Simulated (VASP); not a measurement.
# Ge in VASP: settings compared

The runs below take Ge through single point, with PBE, r2SCAN.

Program: VASP 6.6.1. These are calculated values, not measurements. Logs are shortened: lines on timing, memory, paths and dates and some standing lists are left out, and cuts for length are marked.

### 1 The cell of the first run

It takes space group I4_1/amd (No. 141, tetragonal). The conventional cell has a = 4.012 Å, b = 4.012 Å, c = 5.727 Å, α = 90.00°, β = 90.00°, γ = 90.00°. Within 3.3 Å of Ge (site symmetry -4m2) lie 4 Ge at 2.46 Å.

### 2 Single point, PBE (uniaxial x strain +0.9%)

INCAR reads:

```
PREC     = Accurate       # precision mode
ENCUT    = 520            # plane-wave cutoff, eV
EDIFF    = 1E-7           # SCF threshold, eV
ISMEAR   = -1             # smearing method
SIGMA    = 0.02           # smearing width, eV
LREAL    = F              # projectors in reciprocal space
LASPH    = T              # aspherical terms in the spheres
NELM     = 60             # most SCF steps
ALGO     = Normal         # electronic algorithm
ISIF     = 2              # what is computed and relaxed
LWAVE    = F              # write WAVECAR
LCHARG   = F              # write CHGCAR
GGA      = PE             # functional
NBANDS   = 21             # bands
```

KPOINTS reads:

```
regular mesh
0
Gamma
  8 8 8
```

POSCAR reads:

```
Ge
1.0
    0.0000000000      2.8368735121      2.8368735121
    2.8632564358      0.0000000000      2.8368735121
    2.8632564358      2.8368735121      0.0000000000
Ge
2
Direct
    0.0000000000      0.0000000000      0.0000000000
    0.2500000000      0.2500000000      0.2500000000
```

Potentials or basis: VASP PAW PBE potentials, release 64 (Ge_d).

The run is started by

```bash
$ cat potpaw_PBE.64/Ge_d/POTCAR > POTCAR
$ mpirun -np 1 vasp_std > vasp.out
```

OUTCAR:

```text
PREC = Accurate
   ENCUT = 520
   EDIFF = 1E-7
   ISMEAR = -1
   LREAL = F
   LASPH = T
   NELM = 60
   ISIF = 2
   GGA = PE

 ion  position               nearest neighbor table
   1  0.000  0.000  0.000-   2 2.46   2 2.46   2 2.46   2 2.46
   2  0.250  0.250  0.250-   1 2.46   1 2.46   1 2.46   1 2.46

  LATTYP: Found a body centered tetragonal cell.
 ALAT       =     4.0119449955
 C/A-ratio  =     1.4273657485

  Lattice vectors:

 A1 = (   2.8632564358,   0.0000000000,   2.8368735121)
 A2 = (   2.8632564358,   0.0000000000,  -2.8368735121)
 A3 = (  -2.8632564358,   2.8368735121,   0.0000000000)

Analysis of symmetry for initial positions (statically):
=====================================================================
 Subroutine PRICEL returns:
 Original cell was already a primitive cell.

 Routine SETGRP: Setting up the symmetry group for a
 body centered tetragonal supercell.

 Subroutine GETGRP returns: Found 16 space group operations
 (whereof  8 operations were pure point group operations)
 out of a pool of 16 trial point group operations.

The static configuration has the point symmetry D_2d.
 The point group associated with its full space group is D_4h.

Analysis of symmetry for dynamics (positions and initial velocities):
=====================================================================
 Subroutine PRICEL returns:
 Original cell was already a primitive cell.

 Routine SETGRP: Setting up the symmetry group for a
 body centered tetragonal supercell.

 Subroutine GETGRP returns: Found 16 space group operations
 (whereof  8 operations were pure point group operations)
 out of a pool of 16 trial point group operations.

The dynamic configuration has the point symmetry D_2d.
 The point group associated with its full space group is D_4h.

 Subroutine INISYM returns: Found 16 space group operations
 (whereof  8 operations are pure point group operations),
 and found     1 'primitive' translations

----------------------------------------------------------------------------------------

                                     Primitive cell

  volume of cell :      46.0861

  direct lattice vectors                    reciprocal lattice vectors
     0.000000000  2.836873512  2.836873512    -0.174626343  0.176250368  0.176250368
     2.863256436  0.000000000  2.836873512     0.174626343 -0.176250368  0.176250368
     2.863256436  2.836873512  0.000000000     0.174626343  0.176250368 -0.176250368

  length of vectors
     4.011944996  4.030643713  4.030643713     0.304339849  0.304339849  0.304339849

  position of ions in fractional coordinates (direct lattice)
     0.000000000  0.000000000  0.000000000
     0.250000000  0.250000000  0.250000000

  ion indices of the primitive-cell ions
   primitive index   ion index
                 1           1
                 2           2

----------------------------------------------------------------------------------------

 KPOINTS: regular mesh

Automatic generation of k-mesh.
 Grid dimensions read from file:
 generate k-points for:    8    8    8

 Generating k-lattice:

  Cartesian coordinates                     Fractional coordinates (reciprocal lattice)
    -0.021828293  0.022031296  0.022031296     0.125000000  0.000000000  0.000000000
     0.021828293 -0.022031296  0.022031296     0.000000000  0.125000000 -0.000000000
     0.021828293  0.022031296 -0.022031296     0.000000000 -0.000000000  0.125000000

  Length of vectors
     0.038042481  0.038042481  0.038042481

  Shift w.r.t. Gamma in fractional coordinates (k-lattice)
     0.000000000  0.000000000  0.000000000

 Subroutine IBZKPT returns following result:
 ===========================================

 Found     59 irreducible k-points:

 Following reciprocal coordinates:
            Coordinates               Weight
  0.000000  0.000000  0.000000      1.000000
  0.125000  0.000000  0.000000      8.000000
  0.250000  0.000000  0.000000      8.000000
  0.375000  0.000000  0.000000      8.000000
  0.500000  0.000000  0.000000      4.000000
  0.125000  0.125000  0.000000      4.000000
[... 16 lines left out ...]
  0.250000  0.125000  0.125000      4.000000
  0.375000  0.125000  0.125000      8.000000
 [... further k-points ...]
   k-points           NKPTS =     59   k-points in BZ     NKDIM =     59   number of bands    NBANDS=     21
   number of dos      NEDOS =    301   number of ions     NIONS =      2
   total plane-waves  NPLWV =  27000
   dimension x,y,z NGX =    30 NGY =   30 NGZ =   30
   dimension x,y,z NGXF=    60 NGYF=   60 NGZF=   60
   ions per type =               2
   NGX,Y,Z   is equivalent  to a cutoff of  12.43, 12.37, 12.37 a.u.
   NGXF,Y,Z  is equivalent  to a cutoff of  24.86, 24.75, 24.75 a.u.
 SYSTEM =  unknown system
   PREC   = accura    normal or accurate (medium, high low for compatibility)
   ISTART =      0    job   : 0-new  1-cont  2-samecut
   ICHARG =      2    charge: 1-file 2-atom 10-const
   ISPIN  =      1    spin polarized calculation?
   LNONCOLLINEAR =      F non collinear calculations
   LSORBIT =      F    spin-orbit coupling
   LASPH  =      T    aspherical Exc in radial PAW
   ENCUT  =  520.0 eV  38.22 Ry    6.18 a.u.   7.46  7.49  7.49*2*pi/ulx,y,z
   NELM   =     60;   NELMIN=  2; NELMDL= -5     # of ELM steps
   EDIFF  = 0.1E-06   stopping-criterion for ELM
   LREAL  =      F    real-space projection
   EDIFFG = 0.1E-05   stopping-criterion for IOM
   NSW    =      0    number of steps for IOM
   IBRION =     -1    ionic relax: 0-MD 1-quasi-New 2-CG
   NFREE  =      0    steps in history (QN), initial steepest desc. (CG)
   ISIF   =      2    stress and relaxation
   ISYM   =      2    0-nonsym 1-usesym 2-fastsym
   POTIM  = 0.5000    time-step for ionic-motion
   TEBEG  =    0.0;   TEEND  =   0.0 temperature during run
   PSTRESS=    0.0 pullay stress
   NELECT =      28.0000    total number of electrons
   NUPDOWN=      -1.0000    fix difference up-down
   EMIN   =  10.00;   EMAX   =-10.00  energy-range for DOS
   EFERMI =   0.00;   METHOD = LEGACY
   ISMEAR =    -1;   SIGMA  =   0.02  broadening in eV -4-tet -1-fermi 0-gaus
   EFERMI_NEDOS =   21; number of points for ismear=-14 and -15
   IALGO  =     38    algorithm
   IMIX   =      4    mixing-type and parameters
     AMIX     =   0.40;   BMIX     =  1.00
     AMIX_MAG =   1.60;   BMIX_MAG =  1.00
  volume/ion in A,a.u.               =      23.04       155.50
  Fermi-wavevector in a.u.,A,eV,Ry     =   1.386556  2.620211 26.157715  1.922538
  Thomas-Fermi vector in A             =   2.510861
   LORBIT       =      0    0 simple, 1 ext, 2 COOP (PROOUT), +10 PAW based schemes
   GGA     = PE    functional components
   LHFCALC =     F    Hartree Fock is set to
   AEXX    =    0.0000 exact exchange contribution
   IVDW    =     0    specifies the selected vdW correction
   LEPSILON=     F    determine dielectric tensor
   LRPA    =     F    only Hartree local field effects (RPA)
 non-spin polarized calculation
  energy-cutoff  :      520.00
  volume of cell :       46.09
 maximum number of plane-waves:      1263
 NGX is ok and might be reduce to    30
   NGX = 15   NGY = 15   NGZ = 15

 number of electron      28.0000009 magnetization

 Free energy of the ion-electron system (eV)
  ---------------------------------------------------
  ext. energy  EPLUGINS =         0.00000000
  ---------------------------------------------------
  free energy    TOTEN  =        -9.01342465 eV

  energy without entropy =       -9.01329618  energy(sigma->0) =       -9.01336041

 E-fermi :   4.8481     XC(G=0):  -9.8392

 val. band max:        4.8478223733   @ k =   0.0000   0.0000   0.0000
 cond. band min:       4.9533583727   @ k =   0.5000   0.0000   0.0000
 fundamental gap:      0.1055359994
 Fermi energy:         4.8480875197

 k-point     1 :       0.0000    0.0000    0.0000
  band No.  band energies     occupation
      1     -19.9663      2.00000
      2     -19.9663      2.00000
      3     -19.9644      2.00000
      4     -19.9311      2.00000
      5     -19.9307      2.00000
      6     -19.7324      2.00000
[... 13 lines left out ...]
     20      14.1641      0.00000
     21      14.3499      0.00000

 k-point     2 :       0.1250    0.0000    0.0000
  band No.  band energies     occupation
      1     -19.9740      2.00000
      2     -19.9728      2.00000
      3     -19.9633      2.00000
      4     -19.9202      2.00000
      5     -19.9200      2.00000
      6     -19.7419      2.00000
[... 13 lines left out ...]
     20      13.3122      0.00000
     21      13.4417      0.00000

 k-point     3 :       0.2500    0.0000    0.0000
  band No.  band energies     occupation
      1     -19.9839      2.00000
      2     -19.9822      2.00000
      3     -19.9574      2.00000
      4     -19.9038      2.00000
      5     -19.9037      2.00000
      6     -19.7552      2.00000
[... 13 lines left out ...]
     20      13.1153      0.00000
     21      13.1518      0.00000

 k-point     4 :       0.3750    0.0000    0.0000
  band No.  band energies     occupation
      1     -19.9890      2.00000
      2     -19.9868      2.00000
      3     -19.9514      2.00000
      4     -19.8939      2.00000
      5     -19.8935      2.00000
      6     -19.7626      2.00000
[... 13 lines left out ...]
     20      14.2588      0.00000
     21      14.3009      0.00000

 k-point     5 :       0.5000    0.0000    0.0000
  band No.  band energies     occupation
      1     -19.9903      2.00000
      2     -19.9879      2.00000
      3     -19.9488      2.00000
      4     -19.8911      2.00000
      5     -19.8907      2.00000
      6     -19.7643      2.00000
[... 13 lines left out ...]
     20      15.6955      0.00000
     21      15.9126      0.00000
[... 382 lines left out ...]
     20      16.2624      0.00000
     21      17.5645      0.00000

 k-point    22 :       0.0000    0.1250    0.1250
  band No.  band energies     occupation
      1     -19.9725      2.00000
      2     -19.9720      2.00000
      3     -19.9720      2.00000
      4     -19.9223      2.00000
      5     -19.9077      2.00000
      6     -19.7644      2.00000
[... 13 lines left out ...]
     20      12.3919      0.00000
     21      14.6096      0.00000

 k-point    23 :       0.2500    0.1250    0.1250
  band No.  band energies     occupation
      1     -19.9848      2.00000
      2     -19.9761      2.00000
      3     -19.9591      2.00000
      4     -19.9138      2.00000
      5     -19.9022      2.00000
      6     -19.7612      2.00000
[... 13 lines left out ...]
     20      13.2305      0.00000
     21      13.4700      0.00000

 k-point    24 :       0.3750    0.1250    0.1250
  band No.  band energies     occupation
      1     -19.9926      2.00000
      2     -19.9884      2.00000
      3     -19.9451      2.00000
      4     -19.9015      2.00000
      5     -19.8846      2.00000
      6     -19.7759      2.00000
[... 13 lines left out ...]
     20      13.6579      0.00000
     21      15.1610      0.00000

 [... further k-points ...]
[... 5 lines left out ...]
  --------------------------------------------------------------------------------------
  -------------------------------------------------------------------------------------
  Total        0.5325540      0.7117005      0.7117005      0.0000000      0.0000000      0.0000000
  in kB       18.5141609     24.7421641     24.7421641      0.0000000      0.0000000      0.0000000
  external PRESSURE =      22.6661631 kB  Pullay stress =       0.0000000 kB

 VOLUME and BASIS-vectors are now :
 -----------------------------------------------------------------------------
  energy-cutoff  :      520.00
  volume of cell :       46.09
      direct lattice vectors                 reciprocal lattice vectors
     0.000000000  2.836873512  2.836873512    -0.174626343  0.176250368  0.176250368
     2.863256436  0.000000000  2.836873512     0.174626343 -0.176250368  0.176250368
     2.863256436  2.836873512  0.000000000     0.174626343  0.176250368 -0.176250368

 POSITION                                       TOTAL-FORCE (eV/Angst)
 -----------------------------------------------------------------------------------
      0.00000      0.00000      0.00000         0.000000      0.000000      0.000000
      1.43163      1.41844      1.41844         0.000000      0.000000      0.000000
 -----------------------------------------------------------------------------------
    total drift:                                0.000000      0.000000      0.000000

  FREE ENERGIE OF THE ION-ELECTRON SYSTEM (eV)
  ---------------------------------------------------
  free  energy   TOTEN  =        -9.0134246462 eV

  energy  without entropy=       -9.0132961827  energy(sigma->0) =       -9.01336041
```

It took 47 s on 1 thread of AMD EPYC 7R43 (Zen 3), shared host; peak memory 0.15 GiB.

What came out:

| Quantity | Value |
| --- | --- |
| Free energy | -9.0134 eV |
| Pressure | 2.3 GPa |
| Band gap on the k mesh | zero (filled and empty bands touch) |

Stress tensor (GPa, compression positive):
```
1.85 0.00 0.00
0.00 2.47 0.00
0.00 0.00 2.47
```

Levels at points of the mesh, in eV from the Fermi level:
| k point | band 10 | band 11 | band 12 | band 13 | band 14 | band 15 | band 16 | band 17 | band 18 | band 19 |
| --- | --- | --- | --- | --- | --- | --- | --- | --- | --- | --- |
| (0.00, 0.00, 0.00) | -24.56 | -12.66 | -0.15 | -0.07 | 0.00 | 0.00 | 2.51 | 2.51 | 2.55 | 6.36 |
| (0.50, 0.00, 0.00) | -24.54 | -10.62 | -7.54 | -1.44 | -1.36 | 0.11 | 3.69 | 3.74 | 7.10 | 10.43 |
| (0.50, 0.50, 0.00) | -24.53 | -8.83 | -8.83 | -3.06 | -3.06 | 0.73 | 0.73 | 9.34 | 9.34 | 11.41 |
| (0.00, 0.50, 0.50) | -24.52 | -8.87 | -8.87 | -2.99 | -2.99 | 0.80 | 0.80 | 9.34 | 9.34 | 11.38 |

Caveat: the cell differs from its parent crystal (uniaxial x strain +0.9%).

(Continued in part 2 of 2.)
